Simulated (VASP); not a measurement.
# Eu (Im-3m) in VASP: further runs

The runs below take Eu through single point, with PBEsol.

Everything below comes from runs of VASP 6.6.1. Logs are shortened: lines on timing, memory, paths and dates and some standing lists are left out, and cuts for length are marked.

## 1. The cell of the first run

The structure is cubic, space group Im-3m (No. 229). Conventional cell: a = 4.235 Å, b = 4.235 Å, c = 4.235 Å, α = 90.00°, β = 90.00°, γ = 90.00°. Eu (site symmetry m-3m) has 14 Eu at 3.67 to 4.23 Å within 4.8 Å.

## 2. Single point, PBEsol, collinear spin, ferromagnetic start (37.97 Å³/atom)

Input file INCAR:

```
SYSTEM = Eu
ALGO = Normal ; EDIFF = 1E-6
ENCUT = 520 ; GGA = PS
ISIF = 2 ; ISMEAR = 0
ISPIN = 2 ; LASPH = .TRUE.
LCHARG = .FALSE. ; LMAXMIX = 6
LORBIT = 11 ; LREAL = .FALSE.
LWAVE = .FALSE. ; MAGMOM = 7.67
NBANDS = 18 ; NELM = 150
PREC = Accurate ; SIGMA = 0.05
```

Input file KPOINTS:

```
k-points
0
G
  14 14 14
  0 0 0
```

Input file POSCAR:

```
Eu
1.0
   -2.1173340907      2.1173340907      2.1173340907
    2.1173340907     -2.1173340907      2.1173340907
    2.1173340907      2.1173340907     -2.1173340907
Eu
1
Direct
    0.0000000000      0.0000000000      0.0000000000
```

Potentials or basis: VASP PAW PBE potentials, release 64 (Eu).

Started as:

```bash
$ cat potpaw_PBE.64/Eu/POTCAR > POTCAR
$ mpirun -np 1 vasp_std > vasp.out
```

OUTCAR:

```text
SYSTEM = Eu
   EDIFF = 1E-6
   ENCUT = 520
   GGA = PS
   ISIF = 2
   ISMEAR = 0
   ISPIN = 2
   LASPH = .TRUE.
   LORBIT = 11
   LREAL = .FALSE.
   NELM = 150
   PREC = Accurate

 ion  position               nearest neighbor table
   1  0.000  0.000  0.000-

  LATTYP: Found a body centered cubic cell.
 ALAT       =     4.2346681814

  Lattice vectors:

 A1 = (  -2.1173340907,   2.1173340907,   2.1173340907)
 A2 = (   2.1173340907,  -2.1173340907,   2.1173340907)
 A3 = (   2.1173340907,   2.1173340907,  -2.1173340907)

Analysis of symmetry for initial positions (statically):
=====================================================================
 Subroutine PRICEL returns:
 Original cell was already a primitive cell.

 Routine SETGRP: Setting up the symmetry group for a
 body centered cubic supercell.

 Subroutine GETGRP returns: Found 48 space group operations
 (whereof 48 operations were pure point group operations)
 out of a pool of 48 trial point group operations.

The static configuration has the point symmetry O_h .

Analysis of symmetry for dynamics (positions and initial velocities):
=====================================================================
 Subroutine PRICEL returns:
 Original cell was already a primitive cell.

 Routine SETGRP: Setting up the symmetry group for a
 body centered cubic supercell.

 Subroutine GETGRP returns: Found 48 space group operations
 (whereof 48 operations were pure point group operations)
 out of a pool of 48 trial point group operations.

The dynamic configuration has the point symmetry O_h .

Analysis of structural, dynamic, and magnetic symmetry:
=====================================================================
 Subroutine PRICEL returns:
 Original cell was already a primitive cell.

 Routine SETGRP: Setting up the symmetry group for a
 body centered cubic supercell.

 Subroutine GETGRP returns: Found 48 space group operations
 (whereof 48 operations were pure point group operations)
 out of a pool of 48 trial point group operations.

The overall configuration has the point symmetry O_h .

 Subroutine INISYM returns: Found 48 space group operations
 (whereof 48 operations are pure point group operations),
 and found     1 'primitive' translations

----------------------------------------------------------------------------------------

                                     Primitive cell

  volume of cell :      37.9689
[... 100 lines left out ...]
   EMIN   =  10.00;   EMAX   =-10.00  energy-range for DOS
   EFERMI =   0.00;   METHOD = LEGACY
   ISMEAR =     0;   SIGMA  =   0.05  broadening in eV -4-tet -1-fermi 0-gaus
   EFERMI_NEDOS =   21; number of points for ismear=-14 and -15
   IALGO  =     38    algorithm
   IMIX   =      4    mixing-type and parameters
     AMIX     =   0.40;   BMIX     =  1.00
     AMIX_MAG =   1.60;   BMIX_MAG =  1.00
  volume/ion in A,a.u.               =      37.97       256.23
  Fermi-wavevector in a.u.,A,eV,Ry     =   1.252415  2.366722 21.341343  1.568544
  Thomas-Fermi vector in A             =   2.386317
   LORBIT       =     11    0 simple, 1 ext, 2 COOP (PROOUT), +10 PAW based schemes
   GGA     = PS    functional components
   LHFCALC =     F    Hartree Fock is set to
   AEXX    =    0.0000 exact exchange contribution
   IVDW    =     0    specifies the selected vdW correction
   LEPSILON=     F    determine dielectric tensor
   LRPA    =     F    only Hartree local field effects (RPA)
 spin polarized calculation
 Gauss-broadening in eV      SIGMA  =   0.05
  energy-cutoff  :      520.00
  volume of cell :       37.97
 maximum number of plane-waves:      1048
   NGX = 13   NGY = 13   NGZ = 13

 number of electron      17.0000001 magnetization       7.2047930

 Free energy of the ion-electron system (eV)
  ---------------------------------------------------
  ext. energy  EPLUGINS =         0.00000000
  ---------------------------------------------------
  free energy    TOTEN  =       -11.68393295 eV

  energy without entropy =      -11.68242122  energy(sigma->0) =      -11.68317709

 E-fermi :   2.3501     XC(G=0):  -9.3883

 val. band max:        2.3326769403   @ k =   0.2143   0.2143   0.2143
 cond. band min:       2.3574665180   @ k =   0.3571   0.1429   0.1429
 fundamental gap:      0.0247895777
 Fermi energy:         2.3501182678

 spin component 1

 k-point     1 :       0.0000    0.0000    0.0000
  band No.  band energies     occupation
      1     -39.1957      1.00000
      2     -17.6541      1.00000
      3     -17.6541      1.00000
      4     -17.6541      1.00000
      5      -2.1505      1.00000
      6       1.8178      1.00000
[... 493 lines left out ...]
     17       8.5085      0.00000
     18      10.3005      0.00000

 [... further k-points ...]

 spin component 2

 k-point     1 :       0.0000    0.0000    0.0000
  band No.  band energies     occupation
      1     -36.1209      1.00000
      2     -15.3213      1.00000
      3     -15.3213      1.00000
      4     -15.3213      1.00000
      5      -1.3729      1.00000
      6       5.2615      0.00000
[... 493 lines left out ...]
     17       9.8823      0.00000
     18      11.6807      0.00000

 [... further k-points ...]

------------------------ aborting loop because EDIFF is reached ----------------------------------------

  FORCE on cell =-STRESS in cart. coord.  units (eV):
  Direction    XX          YY          ZZ          XY          YZ          ZX
  --------------------------------------------------------------------------------------
  -------------------------------------------------------------------------------------
  Total       -0.0746466     -0.0746466     -0.0746466     -0.0000000     -0.0000000      0.0000000
  in kB       -3.1498679     -3.1498679     -3.1498679     -0.0000000     -0.0000000      0.0000000
  external PRESSURE =      -3.1498679 kB  Pullay stress =       0.0000000 kB

 VOLUME and BASIS-vectors are now :
 -----------------------------------------------------------------------------
  energy-cutoff  :      520.00
  volume of cell :       37.97
      direct lattice vectors                 reciprocal lattice vectors
    -2.117334091  2.117334091  2.117334091     0.000000000  0.236146011  0.236146011
     2.117334091 -2.117334091  2.117334091     0.236146011  0.000000000  0.236146011
     2.117334091  2.117334091 -2.117334091     0.236146011  0.236146011  0.000000000

 POSITION                                       TOTAL-FORCE (eV/Angst)
 -----------------------------------------------------------------------------------
      0.00000      0.00000      0.00000         0.000000      0.000000      0.000000
 -----------------------------------------------------------------------------------
    total drift:                               -0.000000     -0.000000     -0.000000

  FREE ENERGIE OF THE ION-ELECTRON SYSTEM (eV)
  ---------------------------------------------------
  free  energy   TOTEN  =       -11.6839329488 eV

  energy  without entropy=      -11.6824212226  energy(sigma->0) =      -11.68317709

 total charge

# of ion       s       p       d       f       tot
--------------------------------------------------
    1        2.088   5.674   0.343   6.608  14.713

 magnetization (x)

# of ion       s       p       d       f       tot
--------------------------------------------------
    1       -0.001  -0.082   0.130   6.604   6.651
```

stdout:

```text
POSCAR found type information on POSCAR Eu
 POSCAR found :  1 types and       1 ions
 scaLAPACK will be used
 -----------------------------------------------------------------------------
|                                                                             |
|                                                                             |
|     You enforced a specific xc type in the INCAR file but a different       |
|     I HOPE YOU KNOW WHAT YOU ARE DOING!                                     |
|                                                                             |
 -----------------------------------------------------------------------------

 LDA part: xc-table for (Slater+PW92), standard interpolation
 POSCAR, INCAR and KPOINTS ok, starting setup
 FFT: planning ... GRIDC
 FFT: planning ... GRID_SOFT
 FFT: planning ... GRID
 WAVECAR not read
 entering main loop
```

Wall time 5.6 min (1 thread of Intel Xeon 8259CL, shared host); peak memory 0.27 GiB.

What came out:

| Item | Value |
| --- | --- |
| Free energy | -11.6839 eV |
| Pressure | -0.3 GPa |
| Net moment | 7.20 μB per cell |
| Site moments | Eu +6.65 μB |
| Valence electrons inside the program's atomic spheres | Eu 14.71 |

Levels at points of the mesh, in eV from the Fermi level:
Spin up:
```csv
k point,band 8,band 9,band 10,band 11,band 12,band 13,band 14,band 15,band 16,band 17
"(0.00, 0.00, 0.00)",-0.53,-0.32,-0.32,-0.32,-0.28,1.87,1.87,1.87,3.83,3.83
"(0.50, 0.00, 0.00)",-0.48,-0.35,-0.35,-0.33,-0.31,0.33,1.22,3.75,4.53,6.45
"(0.50, 0.50, 0.50)",-0.47,-0.47,-0.47,-0.28,-0.28,-0.28,5.68,5.68,5.68,5.80
```
Spin down:
```tsv
k point	band 2	band 3	band 4	band 5	band 6	band 7	band 8	band 9
(0.00, 0.00, 0.00)	-17.67	-17.67	-17.67	-3.72	2.91	2.91	2.91	3.86
(0.50, 0.00, 0.00)	-18.43	-17.91	-17.68	-1.06	1.25	1.95	3.80	4.15
(0.50, 0.50, 0.50)	-18.19	-18.19	-18.19	-0.54	-0.54	3.95	3.95	3.95
```

Caveat: the PAW data sets were made with another functional, which shifts forces and pressure a little; spin-orbit coupling is left out, which moves the levels of the heavy elements; semilocal functionals describe open f shells poorly, which spoils levels, moments and volumes. The state reached can hang on the start; a lower one may exist.

## 3. Single point, PBEsol, collinear spin, ferromagnetic start

This run uses another cell than the first one, of 48.99 Å³/atom.

Input file INCAR:

```
PREC = Accurate ; ENCUT = 520
EDIFF = 1E-6 ; ISMEAR = 0
SIGMA = 0.05 ; LREAL = False
LASPH = True ; NELM = 150
ALGO = Normal ; ISIF = 2
LWAVE = False ; LCHARG = False
ISPIN = 2 ; MAGMOM = 7
LORBIT = 11 ; LMAXMIX = 6
GGA = PS ; NBANDS = 18
```

Input file KPOINTS:

```
Automatic mesh
0
Gamma
  14 14 14
```

Input file POSCAR:

```
Eu
1.0
   -2.3050000000      2.3050000000      2.3050000000
    2.3050000000     -2.3050000000      2.3050000000
    2.3050000000      2.3050000000     -2.3050000000
Eu
1
Direct
    0.0000000000      0.0000000000      0.0000000000
```

Potentials or basis: VASP PAW PBE potentials, release 64 (Eu).

Started as:

```bash
$ cat potpaw_PBE.64/Eu/POTCAR > POTCAR
$ mpirun -np 1 vasp_std > vasp.out
```

Wall time 6.8 min (1 thread of Intel Xeon 8259CL, shared host); peak memory 0.31 GiB.

The run converged. Its results:

```yaml
Free_energy: -11.5614 eV
Pressure: -2.8 GPa
Net_moment: 7.34 μB per cell
Site_moments: Eu +6.71 μB
Valence_electrons_inside_the_program's_atomic_spheres: Eu 14.68
```

Levels at points of the mesh, in eV from the Fermi level:
Spin up:
| k point | band 8 | band 9 | band 10 | band 11 | band 12 | band 13 | band 14 | band 15 | band 16 | band 17 |
| --- | --- | --- | --- | --- | --- | --- | --- | --- | --- | --- |
| (0.00, 0.00, 0.00) | -0.52 | -0.40 | -0.40 | -0.40 | -0.36 | 1.63 | 1.63 | 1.63 | 3.12 | 3.12 |
| (0.50, 0.00, 0.00) | -0.49 | -0.42 | -0.41 | -0.40 | -0.38 | 0.44 | 0.45 | 2.96 | 3.62 | 5.01 |
| (0.50, 0.50, 0.50) | -0.49 | -0.49 | -0.49 | -0.37 | -0.37 | -0.37 | 4.17 | 4.17 | 4.17 | 4.56 |
Spin down:
```csv
k point,band 2,band 3,band 4,band 5,band 6,band 7,band 8,band 9
"(0.00, 0.00, 0.00)",-18.09,-18.09,-18.09,-3.47,2.60,2.60,2.60,3.94
"(0.50, 0.00, 0.00)",-18.44,-18.21,-18.09,-0.85,1.14,1.31,3.87,4.07
"(0.50, 0.50, 0.50)",-18.34,-18.34,-18.34,-0.07,-0.07,3.76,3.76,3.76
```

Caveat: the PAW data sets were made with another functional, which shifts forces and pressure a little; spin-orbit coupling is left out, which moves the levels of the heavy elements; semilocal functionals describe open f shells poorly, which spoils levels, moments and volumes. The state reached can hang on the start; a lower one may exist.
